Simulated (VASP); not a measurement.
# TiAl3 (Pm-3m) in VASP: further runs

TiAl3 is run at these levels: PBE; tasks: single point.

Program: VASP 6.6.1. These are calculated values, not measurements. Logs are shortened: lines on timing, memory, paths and dates and some standing lists are left out, and cuts for length are marked.

### 1 The cell of the first run

It takes space group Pm-3m (No. 221, cubic). Conventional cell: a = 3.980 Å, b = 3.980 Å, c = 3.980 Å, α = 90.00°, β = 90.00°, γ = 90.00°. Ti (site symmetry m-3m) has 12 Al at 2.81 Å within 3.7 Å. Within 3.7 Å of Al (site symmetry 4/mmm) lie 4 Ti at 2.81 Å and 8 Al at 2.81 Å. Within 3.7 Å of Al (site symmetry 4/mmm) lie 8 Al at 2.81 Å and 4 Ti at 2.81 Å.

### 2 Single point, PBE

The input, INCAR:

```
SYSTEM = TiAl3
  PREC = Accurate
  ENCUT = 520
  EDIFF = 1E-6
  ISMEAR = 0
  SIGMA = 0.1
  LREAL = .FALSE.
  LASPH = .TRUE.
  NELM = 60
  ALGO = Fast
  ISIF = 2
  LWAVE = .FALSE.
  LCHARG = .TRUE.
  GGA = PE
  LELF = .TRUE.
  LVHAR = .TRUE.
  NBANDS = 31
```

The input, KPOINTS:

```
Automatic mesh
0
G
  8 6 6
  0 0 0
```

The input, POSCAR:

```
TiAl3
1.0
    3.9797267091      0.0000000000      0.0000000000
    0.0000000000      5.6281834865      0.0000000000
    0.0000000000      0.0000000000      5.6281834865
Ti Al
2 6
Direct
    0.0000000000      0.0000000000      0.0000000000
    0.0000000000      0.5000000000      0.5000000000
    0.0000000000      0.5000000000      0.0000000000
    0.0000000000      0.0000000000      0.5000000000
    0.5000000000      0.7500000000      0.2500000000
    0.5000000000      0.2500000000      0.7500000000
    0.5000000000      0.2500000000      0.2500000000
    0.5000000000      0.7500000000      0.7500000000
```

Potentials or basis: VASP PAW PBE potentials, release 64 (Ti_sv, Al).

Run with:

```bash
> cat potpaw_PBE.64/Ti_sv/POTCAR potpaw_PBE.64/Al/POTCAR > POTCAR
> mpirun -np 1 vasp_std > vasp.out
```

OUTCAR:

```text
SYSTEM = TiAl3
   PREC = Accurate
   ENCUT = 520
   EDIFF = 1E-6
   ISMEAR = 0
   LREAL = .FALSE.
   LASPH = .TRUE.
   NELM = 60
   ISIF = 2
   GGA = PE

 ion  position               nearest neighbor table
   1  0.000  0.000  0.000-   3 2.81   4 2.81   4 2.81   3 2.81   7 2.81   8 2.81   5 2.81   6 2.81
                             5 2.81   6 2.81   7 2.81   8 2.81
   2  0.000  0.500  0.500-   3 2.81   4 2.81   3 2.81   4 2.81   7 2.81   8 2.81   5 2.81   6 2.81
                             5 2.81   6 2.81   7 2.81   8 2.81
   3  0.000  0.500  0.000-   1 2.81   2 2.81   2 2.81   1 2.81   7 2.81   8 2.81   5 2.81   6 2.81
                             5 2.81   6 2.81   7 2.81   8 2.81
   4  0.000  0.000  0.500-   1 2.81   2 2.81   1 2.81   2 2.81   7 2.81   8 2.81   5 2.81   6 2.81
                             5 2.81   6 2.81   7 2.81   8 2.81
   5  0.500  0.750  0.250-   7 2.81   8 2.81   8 2.81   7 2.81   1 2.81   2 2.81   3 2.81   4 2.81
                             1 2.81   2 2.81   3 2.81   4 2.81
   6  0.500  0.250  0.750-   7 2.81   8 2.81   7 2.81   8 2.81   1 2.81   2 2.81   3 2.81   4 2.81
                             1 2.81   2 2.81   3 2.81   4 2.81
   7  0.500  0.250  0.250-   5 2.81   6 2.81   6 2.81   5 2.81   1 2.81   2 2.81   3 2.81   4 2.81
                             1 2.81   2 2.81   3 2.81   4 2.81
   8  0.500  0.750  0.750-   5 2.81   6 2.81   5 2.81   6 2.81   1 2.81   2 2.81   3 2.81   4 2.81
                             1 2.81   2 2.81   3 2.81   4 2.81

  LATTYP: Found a simple tetragonal cell.
 ALAT       =     5.6281834865
 C/A-ratio  =     0.7071067812

  Lattice vectors:

 A1 = (   0.0000000000,   5.6281834865,   0.0000000000)
 A2 = (   0.0000000000,   0.0000000000,   5.6281834865)
 A3 = (   3.9797267091,   0.0000000000,   0.0000000000)

Analysis of symmetry for initial positions (statically):
=====================================================================
 Subroutine PRICEL returns following result:

  LATTYP: Found a simple cubic cell.
 ALAT       =     3.9797267091

  Lattice vectors:

 A1 = (   3.9797267091,   0.0000000000,   0.0000000000)
 A2 = (   0.0000000000,   2.8140917433,  -2.8140917433)
 A3 = (   0.0000000000,   2.8140917433,   2.8140917432)

   2 primitive cells build up your supercell.

 Routine SETGRP: Setting up the symmetry group for a
 simple tetragonal supercell.

 Subroutine GETGRP returns: Found 16 space group operations
 (whereof 16 operations were pure point group operations)
 out of a pool of 16 trial point group operations.

The static configuration has the point symmetry D_4h.

Analysis of symmetry for dynamics (positions and initial velocities):
=====================================================================
 Subroutine PRICEL returns following result:

  LATTYP: Found a simple cubic cell.
 ALAT       =     3.9797267091

  Lattice vectors:

 A1 = (   3.9797267091,   0.0000000000,   0.0000000000)
 A2 = (   0.0000000000,   2.8140917433,  -2.8140917433)
 A3 = (   0.0000000000,   2.8140917433,   2.8140917432)

   2 primitive cells build up your supercell.

 Routine SETGRP: Setting up the symmetry group for a
 simple tetragonal supercell.

 Subroutine GETGRP returns: Found 16 space group operations
 (whereof 16 operations were pure point group operations)
 out of a pool of 16 trial point group operations.

The dynamic configuration has the point symmetry D_4h.

 Subroutine INISYM returns: Found 16 space group operations
 (whereof 16 operations are pure point group operations),
 and found     2 'primitive' translations

----------------------------------------------------------------------------------------

                                     Primitive cell

  volume of cell :      63.0318

  direct lattice vectors                    reciprocal lattice vectors
     3.979726709  0.000000000  0.000000000     0.251273535  0.000000000  0.000000000
     0.000000000  2.814091743 -2.814091743     0.000000000  0.177677221 -0.177677221
     0.000000000  2.814091743  2.814091743     0.000000000  0.177677221  0.177677221

  length of vectors
     3.979726709  3.979726709  3.979726709     0.251273535  0.251273535  0.251273535

  position of ions in fractional coordinates (direct lattice)
     0.000000000  0.000000000  0.000000000
     0.000000000  0.500000000  0.500000000
     0.500000000  0.500000000  0.000000000
     0.500000000  1.000000000  0.500000000

  ion indices of the primitive-cell ions
   primitive index   ion index
                 1           1
                 2           3
                 3           5
                 4           7

----------------------------------------------------------------------------------------

 KPOINTS: Automatic mesh

Automatic generation of k-mesh.
 Grid dimensions read from file:
 generate k-points for:    8    6    6

 Generating k-lattice:

  Cartesian coordinates                     Fractional coordinates (reciprocal lattice)
[... 44 lines left out ...]
   NELM   =     60;   NELMIN=  2; NELMDL= -5     # of ELM steps
   EDIFF  = 0.1E-05   stopping-criterion for ELM
   LREAL  =      F    real-space projection
   EDIFFG = 0.1E-04   stopping-criterion for IOM
   NSW    =      0    number of steps for IOM
   IBRION =     -1    ionic relax: 0-MD 1-quasi-New 2-CG
   NFREE  =      0    steps in history (QN), initial steepest desc. (CG)
   ISIF   =      2    stress and relaxation
   ISYM   =      2    0-nonsym 1-usesym 2-fastsym
   POTIM  = 0.5000    time-step for ionic-motion
   TEBEG  =    0.0;   TEEND  =   0.0 temperature during run
   PSTRESS=    0.0 pullay stress
   NELECT =      42.0000    total number of electrons
   NUPDOWN=      -1.0000    fix difference up-down
   EMIN   =  10.00;   EMAX   =-10.00  energy-range for DOS
   EFERMI =   0.00;   METHOD = LEGACY
   ISMEAR =     0;   SIGMA  =   0.10  broadening in eV -4-tet -1-fermi 0-gaus
   EFERMI_NEDOS =   21; number of points for ismear=-14 and -15
   IALGO  =     68    algorithm
   IMIX   =      4    mixing-type and parameters
     AMIX     =   0.40;   BMIX     =  1.00
     AMIX_MAG =   1.60;   BMIX_MAG =  1.00
  volume/ion in A,a.u.               =      15.76       106.34
  Fermi-wavevector in a.u.,A,eV,Ry     =   1.134910  2.144669 17.524579  1.288020
  Thomas-Fermi vector in A             =   2.271614
   LORBIT       =      0    0 simple, 1 ext, 2 COOP (PROOUT), +10 PAW based schemes
   GGA     = PE    functional components
   LHFCALC =     F    Hartree Fock is set to
   AEXX    =    0.0000 exact exchange contribution
   IVDW    =     0    specifies the selected vdW correction
   LEPSILON=     F    determine dielectric tensor
   LRPA    =     F    only Hartree local field effects (RPA)
 non-spin polarized calculation
 RMM-DIIS sequential band-by-band and
 Gauss-broadening in eV      SIGMA  =   0.10
  energy-cutoff  :      520.00
  volume of cell :      126.06
 maximum number of plane-waves:      3435
 NGX is ok and might be reduce to    30

 number of electron      41.9999995 magnetization

 Free energy of the ion-electron system (eV)
  ---------------------------------------------------
  ext. energy  EPLUGINS =         0.00000000
  ---------------------------------------------------
  free energy    TOTEN  =       -41.12729781 eV

  energy without entropy =      -41.10872182  energy(sigma->0) =      -41.11800981

 E-fermi :   8.9119     XC(G=0): -10.7574

 val. band max:        8.9003123533   @ k =   0.0000   0.5000   0.3333
 cond. band min:       8.9348336673   @ k =   0.2500   0.1667   0.1667
 fundamental gap:      0.0345213140
 Fermi energy:         8.9119402010

 k-point     1 :       0.0000    0.0000    0.0000
  band No.  band energies     occupation
      1     -48.0858      2.00000
      2     -48.0844      2.00000
      3     -24.4018      2.00000
      4     -24.4018      2.00000
      5     -24.3857      2.00000
      6     -24.3857      2.00000
[... 23 lines left out ...]
     30      12.4346      0.00000
     31      13.7757      0.00000

 k-point     2 :       0.1250    0.0000    0.0000
  band No.  band energies     occupation
      1     -48.0857      2.00000
      2     -48.0843      2.00000
      3     -24.4015      2.00000
      4     -24.4015      2.00000
      5     -24.3855      2.00000
      6     -24.3855      2.00000
[... 740 lines left out ...]
 k-point    24 :       0.3750    0.1667    0.1667
  band No.  band energies     occupation
      1     -48.0850      2.00000
      2     -48.0840      2.00000
      3     -24.4004      2.00000
      4     -24.3976      2.00000
      5     -24.3958      2.00000
      6     -24.3944      2.00000
[... 23 lines left out ...]
     30      11.6807      0.00000
     31      12.1266      0.00000

 [... further k-points ...]
[... 5 lines left out ...]
  --------------------------------------------------------------------------------------
  -------------------------------------------------------------------------------------
  Total       -0.1506083      0.0395199      0.0395199      0.0000000      0.0000000      0.0000000
  in kB       -1.9141230      0.5022692      0.5022692      0.0000000      0.0000000      0.0000000
  external PRESSURE =      -0.3031949 kB  Pullay stress =       0.0000000 kB

 VOLUME and BASIS-vectors are now :
 -----------------------------------------------------------------------------
  energy-cutoff  :      520.00
  volume of cell :      126.06
      direct lattice vectors                 reciprocal lattice vectors
     3.979726709  0.000000000  0.000000000     0.251273535  0.000000000  0.000000000
     0.000000000  5.628183487  0.000000000     0.000000000  0.177677221  0.000000000
     0.000000000  0.000000000  5.628183487     0.000000000  0.000000000  0.177677221

 POSITION                                       TOTAL-FORCE (eV/Angst)
 -----------------------------------------------------------------------------------
      0.00000      0.00000      0.00000         0.000000     -0.000000      0.000000
      0.00000      2.81409      2.81409         0.000000     -0.000000     -0.000000
      0.00000      2.81409      0.00000        -0.000000     -0.000000      0.000000
      0.00000      0.00000      2.81409        -0.000000      0.000000      0.000000
      1.98986      4.22114      1.40705        -0.000000     -0.000000      0.000000
      1.98986      1.40705      4.22114        -0.000000      0.000000     -0.000000
      1.98986      1.40705      1.40705        -0.000000      0.000000      0.000000
      1.98986      4.22114      4.22114        -0.000000     -0.000000     -0.000000
 -----------------------------------------------------------------------------------
    total drift:                                0.000000     -0.000000      0.000000

  FREE ENERGIE OF THE ION-ELECTRON SYSTEM (eV)
  ---------------------------------------------------
  free  energy   TOTEN  =       -41.1272978053 eV

  energy  without entropy=      -41.1087218228  energy(sigma->0) =      -41.11800981
```

It took 4 min on 1 thread of Intel Xeon 6975P-C (Granite Rapids), shared host; peak memory 0.31 GiB.

Results:

```
Free energy            : -41.1273 eV
Pressure               : 0.0 GPa
Band gap on the k mesh : zero (band 21 reaches 9.64 eV, above the bottom of band 22 at 8.40 eV)
```

### 3 Single point, PBE

This run uses another cell than the first one: it holds 16 atoms, not 8.

The input, INCAR:

```
PREC     = Accurate       # precision mode
ENCUT    = 520            # plane-wave cutoff, eV
EDIFF    = 1E-7           # SCF threshold, eV
ISMEAR   = 0              # smearing method
SIGMA    = 0.1            # smearing width, eV
LREAL    = Auto         
LASPH    = T              # aspherical terms in the spheres
NELM     = 80             # most SCF steps
ALGO     = Fast           # electronic algorithm
ISIF     = 2              # what is computed and relaxed
LWAVE    = F              # write WAVECAR
LCHARG   = T              # write CHGCAR
GGA      = PE             # functional
LELF     = T              # ELF
LVHAR    = T            
NBANDS   = 56             # bands
```

The input, KPOINTS:

```
regular mesh
0
Gamma
  1 1 1
```

The input, POSCAR:

```
TiAl3
1.0
   -3.9797267063      3.9797267063      3.9797267063
    3.9797267063     -3.9797267063      3.9797267063
    3.9797267063      3.9797267063     -3.9797267063
Ti Al
4 12
Direct
    0.5000000000      0.5000000000      0.0000000000
    0.0000000000      0.0000000000      0.0000000000
    0.0000000000      0.5000000000      0.5000000000
    0.5000000000      0.0000000000      0.5000000000
    0.2500000000      0.2500000000      0.5000000000
    0.7500000000      0.7500000000      0.5000000000
    0.7500000000      0.2500000000      0.0000000000
    0.2500000000      0.7500000000      0.0000000000
    0.2500000000      0.5000000000      0.2500000000
    0.7500000000      0.0000000000      0.2500000000
    0.7500000000      0.5000000000      0.7500000000
    0.2500000000      0.0000000000      0.7500000000
    0.5000000000      0.2500000000      0.2500000000
    0.0000000000      0.7500000000      0.2500000000
    0.0000000000      0.2500000000      0.7500000000
    0.5000000000      0.7500000000      0.7500000000
```

Potentials or basis: VASP PAW PBE potentials, release 64 (Ti_sv, Al).

Run with:

```bash
> cat potpaw_PBE.64/Ti_sv/POTCAR potpaw_PBE.64/Al/POTCAR > POTCAR
> mpirun -np 1 vasp_gam > vasp.out
```

It took 2.9 min on 1 thread of AMD EPYC, shared host; peak memory 0.32 GiB.

The run converged. Its results:

```yaml
Free_energy: -79.1532 eV
Pressure: 2.8 GPa
Band_gap_on_the_k_mesh: zero (filled and empty bands touch)
```

Levels at points of the mesh, in eV from the Fermi level:
```csv
k point,band 38,band 39,band 40,band 41,band 42,band 43,band 44,band 45
"(0.00, 0.00, 0.00)",-1.59,-1.59,-1.59,0.00,0.00,0.00,0.00,0.22
```

Caveat: the k points lie up to 1.12 Å⁻¹ apart.

### 4 Single point, PBE

This run uses another cell than the first one, of the same volume but with other edges.

The input, INCAR:

```
PREC = Accurate
ENCUT = 520
EDIFF = 1E-7
ISMEAR = 0
SIGMA = 0.1
LREAL = F
LASPH = T
NELM = 100
ALGO = Normal
ISIF = 2
LWAVE = F
LCHARG = F
GGA = PE
NBANDS = 31
```

The input, KPOINTS:

```
Automatic mesh
0
Gamma
  6 6 6
```

The input, POSCAR:

```
TiAl3
1.0
   -3.9797267067      3.9797267067      0.0000000000
    0.0000000000      3.9797267067     -3.9797267067
   -3.9797267067      0.0000000000     -3.9797267067
Ti Al
2 6
Direct
    0.5000000000      0.5000000000      0.5000000000
    0.0000000000      0.0000000000      0.0000000000
    0.5000000000      0.0000000000      0.0000000000
    0.0000000000      0.5000000000      0.5000000000
    0.5000000000      0.5000000000      0.0000000000
    0.0000000000      0.0000000000      0.5000000000
    0.5000000000      0.0000000000      0.5000000000
    0.0000000000      0.5000000000      0.0000000000
```

Run with:

```bash
> cat potpaw_PBE.64/Ti_sv/POTCAR potpaw_PBE.64/Al/POTCAR > POTCAR
> mpirun -np 1 vasp_std > vasp.out
```

Wall time 38 s (1 thread of Intel Xeon 6975P-C (Granite Rapids), shared host); peak memory 0.27 GiB.

It converged, with:

| Property | Result |
| --- | --- |
| Free energy | -41.1365 eV |
| Pressure | 0.0 GPa |
| Band gap on the k mesh | zero (band 21 reaches 9.54 eV, above the bottom of band 22 at 8.65 eV) |

Levels at points of the mesh, in eV from the Fermi level:
```
           k point  band 18  band 19  band 20  band 21  band 22  band 23  band 24  band 25
(0.00, 0.00, 0.00)    -3.04    -2.15    -2.15    -2.15     0.16     0.16     0.16     0.20
(0.50, 0.00, 0.00)    -1.80    -1.80    -1.80     0.39     0.39     0.97     0.97     0.97
(0.50, 0.50, 0.00)    -1.23    -1.23     0.40     0.63     0.73     0.73     0.88     0.95
```

### 5 Single point, PBE (volume scaled by 0.88)

The input, INCAR:

```
ALGO = Normal
EDIFF = 1E-6
ENCUT = 520
GGA = PE
ISIF = 2
ISMEAR = 0
LASPH = True
LCHARG = True
LELF = True
LREAL = False
LVHAR = True
LWAVE = False
NBANDS = 18
NELM = 60
PREC = Accurate
SIGMA = 0.1
```

The input, KPOINTS:

```
k-points
0
Gamma
  10 10 10
```

The input, POSCAR:

```
TiAl3
1.0
    3.8137083131      0.0000000000      0.0000000000
    0.0000000000      3.8137083131      0.0000000000
    0.0000000000      0.0000000000      3.8137083131
Ti Al
1 3
Direct
    0.0000000000      0.0000000000      0.0000000000
    0.5000000000      0.5000000000      0.0000000000
    0.5000000000      0.0000000000      0.5000000000
    0.0000000000      0.5000000000      0.5000000000
```

Run with:

```bash
> cat potpaw_PBE.64/Ti_sv/POTCAR potpaw_PBE.64/Al/POTCAR > POTCAR
> mpirun -np 1 vasp_std > vasp.out
```

It took 18 s on 1 thread of Intel Xeon 6975P-C (Granite Rapids), shared host; peak memory 0.18 GiB.

Results (log left out):

```yaml
Free_energy: -20.1826 eV
Pressure: 17.5 GPa
```

Levels at points of the mesh, in eV from the Fermi level:
| k point | band 7 | band 8 | band 9 | band 10 | band 11 | band 12 | band 13 | band 14 |
| --- | --- | --- | --- | --- | --- | --- | --- | --- |
| (0.00, 0.00, 0.00) | -3.39 | -2.30 | -2.30 | -2.30 | 0.09 | 0.09 | 0.09 | 0.59 |
| (0.50, 0.00, 0.00) | -2.54 | -2.54 | -2.54 | 0.40 | 0.82 | 0.82 | 0.91 | 1.10 |
| (0.50, 0.50, 0.00) | -6.43 | -5.43 | -1.45 | -1.45 | 0.64 | 1.01 | 1.05 | 1.32 |
| (0.50, 0.50, 0.50) | -5.46 | -5.46 | -3.73 | -3.73 | -3.73 | 0.36 | 1.38 | 1.38 |

### 6 Single point, PBE (volume scaled by 0.91)

The input, INCAR:

```
  PREC = Accurate
  ENCUT = 520
  EDIFF = 1E-7
  ISMEAR = 0
  SIGMA = 0.1
  LREAL = F
  LASPH = T
  NELM = 80
  ALGO = Fast
  ISIF = 2
  LWAVE = F
  LCHARG = F
  GGA = PE
  NBANDS = 18
```

The input, KPOINTS:

```
Automatic mesh
0
Gamma
  10 10 10
```

The input, POSCAR:

```
TiAl3
1.0
    3.8565625552      0.0000000000      0.0000000000
    0.0000000000      3.8565625552      0.0000000000
    0.0000000000      0.0000000000      3.8565625552
Ti Al
1 3
Direct
    0.0000000000      0.0000000000      0.0000000000
    0.5000000000      0.5000000000      0.0000000000
    0.5000000000      0.0000000000      0.5000000000
    0.0000000000      0.5000000000      0.5000000000
```

Potentials or basis: VASP PAW PBE potentials, release 64 (Ti_sv, Al).

Run with:

```bash
> cat potpaw_PBE.64/Ti_sv/POTCAR potpaw_PBE.64/Al/POTCAR > POTCAR
> mpirun -np 1 vasp_std > vasp.out
```

It took 59 s on 1 thread of Intel Xeon 6975P-C (Granite Rapids), shared host; peak memory 0.19 GiB.

The run converged. Its results:

| Quantity | Value |
| --- | --- |
| Free energy | -20.3568 eV |
| Pressure | 12.1 GPa |

Levels at points of the mesh, in eV from the Fermi level:
```
           k point  band 6  band 7  band 8  band 9  band 10  band 11  band 12  band 13  band 14  band 15
(0.00, 0.00, 0.00)   -3.31   -3.31   -2.28   -2.28    -2.28     0.10     0.10     0.10     0.62     4.65
(0.50, 0.00, 0.00)   -8.36   -2.47   -2.47   -2.44     0.39     0.78     0.78     0.93     1.05     1.76
(0.50, 0.50, 0.00)   -6.36   -6.36   -5.32   -1.40    -1.40     0.63     0.96     1.05     1.26     3.78
(0.50, 0.50, 0.50)   -5.38   -5.38   -5.34   -3.68    -3.68    -3.68     0.30     1.32     1.32     3.08
```

### 7 Overview

| cell | k mesh | gap on the mesh (eV) | pressure (GPa) |
| --- | --- | --- | --- |
| a = 3.980, b = 5.628, c = 5.628 Å, 8 atoms | 8 × 6 × 6 | none | 0.0 |
| a = 6.893 Å, angles 109.5°, 16 atoms | 1 × 1 × 1 | none | 2.8 |
| a = 5.628 Å, angles 60.0°, 8 atoms | 6 × 6 × 6 | none | 0.0 |
| a = 3.814 Å, 4 atoms | 10 × 10 × 10 | none | 17.5 |
| a = 3.857 Å, 4 atoms | 10 × 10 × 10 | none | 12.1 |

Alike in all rows: task single point; level PBE; potentials or basis VASP PAW PBE potentials, release 64 (Ti_sv, Al); no spin polarisation; cutoff (eV) 520; smearing gaussian 0.1 eV.

Caveats: some runs use coarse meshes.

Total energies depend on the potentials used, so only differences within one code and one set of settings carry meaning.
